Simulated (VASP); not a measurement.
# BN (P1) in VASP: single point with PBE

Aim: the single point of BN with PBE.

Everything below comes from runs of VASP 6.6.1. Logs are shortened: lines on timing, memory, paths and dates and some standing lists are left out, and cuts for length are marked.

### 1 The cell of the first run

The typed cell holds 4 atoms: a = 2.498 Å, b = 2.498 Å, c = 6.636 Å, α = 90.00°, β = 90.00°, γ = 120.00°.

### 2 Single point, PBE

Contents of INCAR:

```
PREC = Accurate
ENCUT = 600
EDIFF = 1E-6
ISMEAR = 0
SIGMA = 0.05
LREAL = False
LASPH = True
NELM = 120
ALGO = Normal
ISIF = 2
LWAVE = False
LCHARG = False
GGA = PE
NBANDS = 16
GGA_COMPAT = False
```

Contents of KPOINTS:

```
Automatic mesh
0
Gamma
  15 15 4
```

Contents of POSCAR:

```
BN
1.0
    2.4982400000      0.0000000000      0.0000000000
   -1.2491200000      2.1635393048      0.0000000000
    0.0000000000      0.0000000000      6.6357000000
B N
2 2
Direct
    0.3333333333      0.6666666667      0.2500000000
    0.6666666667      0.3333333333      0.7500000000
    0.3333333333      0.6666666667      0.7500000000
    0.6029152436      0.2931605648      0.2416827531
```

Potentials or basis: VASP PAW PBE potentials, release 64 (B, N).

Launch:

```console
$ cat potpaw_PBE.64/B/POTCAR potpaw_PBE.64/N/POTCAR > POTCAR
$ mpirun -np 1 vasp_std > vasp.out
```

OUTCAR:

```text
PREC = Accurate
   ENCUT = 600
   EDIFF = 1E-6
   ISMEAR = 0
   LREAL = False
   LASPH = True
   NELM = 120
   ISIF = 2
   GGA = PE

 ion  position               nearest neighbor table
   1  0.333  0.667  0.250-   4 1.36   4 1.40   4 1.58
   2  0.667  0.333  0.750-   3 1.44   3 1.44   3 1.44
   3  0.333  0.667  0.750-   2 1.44   2 1.44   2 1.44
   4  0.603  0.293  0.242-   1 1.36   1 1.40   1 1.58

  LATTYP: Found a hexagonal cell.
 ALAT       =     2.4982400000
 C/A-ratio  =     2.6561499296

  Lattice vectors:

 A1 = (   2.4982400000,   0.0000000000,   0.0000000000)
 A2 = (  -1.2491200000,   2.1635393048,   0.0000000000)
 A3 = (   0.0000000000,   0.0000000000,   6.6357000000)

Analysis of symmetry for initial positions (statically):
=====================================================================
 Subroutine PRICEL returns:
 Original cell was already a primitive cell.

 Routine SETGRP: Setting up the symmetry group for a
 hexagonal supercell.

 Subroutine GETGRP returns: Found  1 space group operations
 (whereof  1 operations were pure point group operations)
 out of a pool of 24 trial point group operations.

The static configuration has the point symmetry C_1 .

Analysis of symmetry for dynamics (positions and initial velocities):
=====================================================================
 Subroutine PRICEL returns:
 Original cell was already a primitive cell.

 Routine SETGRP: Setting up the symmetry group for a
 hexagonal supercell.

 Subroutine GETGRP returns: Found  1 space group operations
 (whereof  1 operations were pure point group operations)
 out of a pool of 24 trial point group operations.

The dynamic configuration has the point symmetry C_1 .

 Subroutine INISYM returns: Found  1 space group operations
 (whereof  1 operations are pure point group operations),
 and found     1 'primitive' translations

----------------------------------------------------------------------------------------

                                     Primitive cell

  volume of cell :      35.8662

  direct lattice vectors                    reciprocal lattice vectors
     2.498240000  0.000000000  0.000000000     0.400281798  0.231102804  0.000000000
    -1.249120000  2.163539305  0.000000000     0.000000000  0.462205608  0.000000000
     0.000000000  0.000000000  6.635700000     0.000000000  0.000000000  0.150700002

  length of vectors
     2.498240000  2.498240000  6.635700000     0.462205608  0.462205608  0.150700002

  position of ions in fractional coordinates (direct lattice)
     0.333333333  0.666666667  0.250000000
     0.666666667  0.333333333  0.750000000
     0.333333333  0.666666667  0.750000000
     0.602915244  0.293160565  0.241682753

  ion indices of the primitive-cell ions
   primitive index   ion index
                 1           1
                 2           2
                 3           3
                 4           4

----------------------------------------------------------------------------------------

 KPOINTS: Automatic mesh

Automatic generation of k-mesh.
 Grid dimensions read from file:
 generate k-points for:   15   15    4

 Generating k-lattice:

  Cartesian coordinates                     Fractional coordinates (reciprocal lattice)
     0.026685453  0.015406854  0.000000000     0.066666667 -0.000000000  0.000000000
     0.000000000  0.030813707  0.000000000     0.000000000  0.066666667  0.000000000
     0.000000000  0.000000000  0.037675000     0.000000000  0.000000000  0.250000000

  Length of vectors
     0.030813707  0.030813707  0.037675000

  Shift w.r.t. Gamma in fractional coordinates (k-lattice)
     0.000000000  0.000000000  0.000000000

 Subroutine IBZKPT returns following result:
 ===========================================

 Found    451 irreducible k-points:

 Following reciprocal coordinates:
            Coordinates               Weight
  0.000000  0.000000  0.000000      1.000000
  0.066667  0.000000  0.000000      2.000000
  0.000000  0.066667  0.000000      2.000000
 -0.066667  0.066667  0.000000      2.000000
  0.133333 -0.000000  0.000000      2.000000
  0.000000  0.133333  0.000000      2.000000
[... 16 lines left out ...]
  0.066667  0.066667  0.000000      2.000000
 -0.066667  0.133333  0.000000      2.000000
 [... further k-points ...]
   k-points           NKPTS =    451   k-points in BZ     NKDIM =    451   number of bands    NBANDS=     16
   number of dos      NEDOS =    301   number of ions     NIONS =      4
   total plane-waves  NPLWV =  21600
   dimension x,y,z NGX =    20 NGY =   20 NGZ =   54
   dimension x,y,z NGXF=    40 NGYF=   40 NGZF=  108
   ions per type =               2   2
   NGX,Y,Z   is equivalent  to a cutoff of  13.31, 13.31, 13.53 a.u.
   NGXF,Y,Z  is equivalent  to a cutoff of  26.62, 26.62, 27.06 a.u.
 SYSTEM =  unknown system
   PREC   = accura    normal or accurate (medium, high low for compatibility)
   ISTART =      0    job   : 0-new  1-cont  2-samecut
   ICHARG =      2    charge: 1-file 2-atom 10-const
   ISPIN  =      1    spin polarized calculation?
   LNONCOLLINEAR =      F non collinear calculations
   LSORBIT =      F    spin-orbit coupling
   LASPH  =      T    aspherical Exc in radial PAW
   ENCUT  =  600.0 eV  44.10 Ry    6.64 a.u.   4.99  4.99 13.25*2*pi/ulx,y,z
   NELM   =    120;   NELMIN=  2; NELMDL= -5     # of ELM steps
   EDIFF  = 0.1E-05   stopping-criterion for ELM
   LREAL  =      F    real-space projection
   EDIFFG = 0.1E-04   stopping-criterion for IOM
   NSW    =      0    number of steps for IOM
   IBRION =     -1    ionic relax: 0-MD 1-quasi-New 2-CG
   NFREE  =      0    steps in history (QN), initial steepest desc. (CG)
   ISIF   =      2    stress and relaxation
   ISYM   =      2    0-nonsym 1-usesym 2-fastsym
   POTIM  = 0.5000    time-step for ionic-motion
   TEBEG  =    0.0;   TEEND  =   0.0 temperature during run
   PSTRESS=    0.0 pullay stress
   NELECT =      16.0000    total number of electrons
   NUPDOWN=      -1.0000    fix difference up-down
   EMIN   =  10.00;   EMAX   =-10.00  energy-range for DOS
   EFERMI =   0.00;   METHOD = LEGACY
   ISMEAR =     0;   SIGMA  =   0.05  broadening in eV -4-tet -1-fermi 0-gaus
   EFERMI_NEDOS =   21; number of points for ismear=-14 and -15
   IALGO  =     38    algorithm
   IMIX   =      4    mixing-type and parameters
     AMIX     =   0.40;   BMIX     =  1.00
     AMIX_MAG =   1.60;   BMIX_MAG =  1.00
  volume/ion in A,a.u.               =       8.97        60.51
  Fermi-wavevector in a.u.,A,eV,Ry     =   1.250891  2.363842 21.289433  1.564729
  Thomas-Fermi vector in A             =   2.384864
   LORBIT       =      0    0 simple, 1 ext, 2 COOP (PROOUT), +10 PAW based schemes
   GGA     = PE    functional components
   LHFCALC =     F    Hartree Fock is set to
   AEXX    =    0.0000 exact exchange contribution
   IVDW    =     0    specifies the selected vdW correction
   LEPSILON=     F    determine dielectric tensor
   LRPA    =     F    only Hartree local field effects (RPA)
 non-spin polarized calculation
 Gauss-broadening in eV      SIGMA  =   0.05
  energy-cutoff  :      600.00
  volume of cell :       35.87
 maximum number of plane-waves:      1224
   NGX =  9   NGY =  9   NGZ = 27

 number of electron      15.9999999 magnetization

 Free energy of the ion-electron system (eV)
  ---------------------------------------------------
  ext. energy  EPLUGINS =         0.00000000
  ---------------------------------------------------
  free energy    TOTEN  =       -34.77678413 eV

  energy without entropy =      -34.77678413  energy(sigma->0) =      -34.77678413

 E-fermi :   2.9310     XC(G=0): -10.0864

 val. band max:        2.6452752487   @ k =   0.0000   0.0000   0.5000
 cond. band min:       6.4542653733   @ k =  -0.0667  -0.4667   0.2500
 fundamental gap:      3.8089901246
 Fermi energy:         2.9310468754

 k-point     1 :       0.0000    0.0000    0.0000
  band No.  band energies     occupation
      1     -15.5395      2.00000
      2     -15.2438      2.00000
      3      -3.9634      2.00000
      4      -1.8378      2.00000
      5      -0.5806      2.00000
      6       0.9895      2.00000
[... 8 lines left out ...]
     15      15.5048      0.00000
     16      16.2947      0.00000

 k-point     2 :       0.0667    0.0000    0.0000
  band No.  band energies     occupation
      1     -15.4505      2.00000
      2     -15.1575      2.00000
      3      -3.8456      2.00000
      4      -1.7332      2.00000
      5      -0.6979      2.00000
      6       0.6233      2.00000
[... 8 lines left out ...]
     15      15.2872      0.00000
     16      16.6228      0.00000

 k-point     3 :       0.0000    0.0667    0.0000
  band No.  band energies     occupation
      1     -15.4535      2.00000
      2     -15.1610      2.00000
      3      -3.8422      2.00000
      4      -1.7287      2.00000
      5      -0.8337      2.00000
      6       0.6244      2.00000
[... 8 lines left out ...]
     15      15.2140      0.00000
     16      16.3402      0.00000

 k-point     4 :      -0.0667    0.0667    0.0000
  band No.  band energies     occupation
      1     -15.4531      2.00000
      2     -15.1606      2.00000
      3      -3.8426      2.00000
      4      -1.7293      2.00000
      5      -0.8234      2.00000
      6       0.6242      2.00000
[... 8 lines left out ...]
     15      15.2401      0.00000
     16      16.4362      0.00000
[... 324 lines left out ...]
 k-point    22 :      -0.4667    0.4667    0.0000
  band No.  band energies     occupation
      1     -12.5026      2.00000
      2     -12.3451      2.00000
      3      -6.6155      2.00000
      4      -6.4958      2.00000
      5      -1.8054      2.00000
      6      -1.2165      2.00000
[... 8 lines left out ...]
     15      17.6810      0.00000
     16      21.2423      0.00000

 k-point    23 :       0.0667    0.0667    0.0000
  band No.  band energies     occupation
      1     -15.2774      2.00000
      2     -14.9903      2.00000
      3      -3.6076      2.00000
      4      -1.5213      2.00000
      5      -1.0854      2.00000
      6      -0.0158      2.00000
[... 8 lines left out ...]
     15      15.4853      0.00000
     16      16.9470      0.00000

 k-point    24 :      -0.0667    0.1333    0.0000
  band No.  band energies     occupation
      1     -15.2853      2.00000
      2     -14.9994      2.00000
      3      -3.5986      2.00000
      4      -1.5152      2.00000
      5      -1.3660      2.00000
      6      -0.0148      2.00000
[... 8 lines left out ...]
     15      15.3901      0.00000
     16      16.5524      0.00000

 [... further k-points ...]
[... 5 lines left out ...]
  --------------------------------------------------------------------------------------
  -------------------------------------------------------------------------------------
  Total        1.2792840      3.5812416      0.5728957     -1.2143006     -0.1848379     -0.1825531
  in kB       57.1467920    159.9773572     25.5917783    -54.2439261     -8.2568786     -8.1548149
  external PRESSURE =      80.9053092 kB  Pullay stress =       0.0000000 kB

 VOLUME and BASIS-vectors are now :
 -----------------------------------------------------------------------------
  energy-cutoff  :      600.00
  volume of cell :       35.87
      direct lattice vectors                 reciprocal lattice vectors
     2.498240000  0.000000000  0.000000000     0.400281798  0.231102804  0.000000000
    -1.249120000  2.163539305  0.000000000     0.000000000  0.462205608  0.000000000
     0.000000000  0.000000000  6.635700000     0.000000000  0.000000000  0.150700002

 POSITION                                       TOTAL-FORCE (eV/Angst)
 -----------------------------------------------------------------------------------
     -0.00000      1.44236      1.65892        -3.340766     -3.383998     -0.640614
      1.24912      0.72118      4.97677        -0.003146     -0.001894      0.040164
     -0.00000      1.44236      4.97677        -0.000520     -0.004156     -0.065566
      1.14003      0.63426      1.60373         3.344432      3.390048      0.666016
 -----------------------------------------------------------------------------------
    total drift:                               -0.000026      0.000234     -0.000061

  FREE ENERGIE OF THE ION-ELECTRON SYSTEM (eV)
  ---------------------------------------------------
  free  energy   TOTEN  =       -34.7767841255 eV

  energy  without entropy=      -34.7767841255  energy(sigma->0) =      -34.77678413
```

Wall time 7.5 min (1 thread of AMD EPYC 7R13, shared host); peak memory 0.33 GiB.

What came out:

```
Free energy            : -34.7768 eV
Pressure               : 8.1 GPa
Largest force          : 4.808 eV/Å
Band gap on the k mesh : 3.81 eV, indirect (least direct gap 4.52 eV)
```

Forces in eV/Å, atoms in the order of the input:
```
B   -3.341 -3.384 -0.641
B   -0.003 -0.002  0.040
N   -0.001 -0.004 -0.066
N    3.344  3.390  0.666
```

Levels at points of the mesh, in eV from the valence-band top:
```
           k point  band 5  band 6  band 7  band 8  band 9  band 10  band 11  band 12
(0.00, 0.00, 0.00)   -3.23   -1.66   -1.65    0.00    4.87     9.27    10.03    11.31
(0.00, 0.00, 0.50)   -3.23   -1.66   -1.65    0.00    6.96     7.53     9.37    11.32
```

Caveat: forces of over 1 eV/Å act on the atoms, so gaps and moduli don't describe the material at rest. A k mesh can miss the band edges.
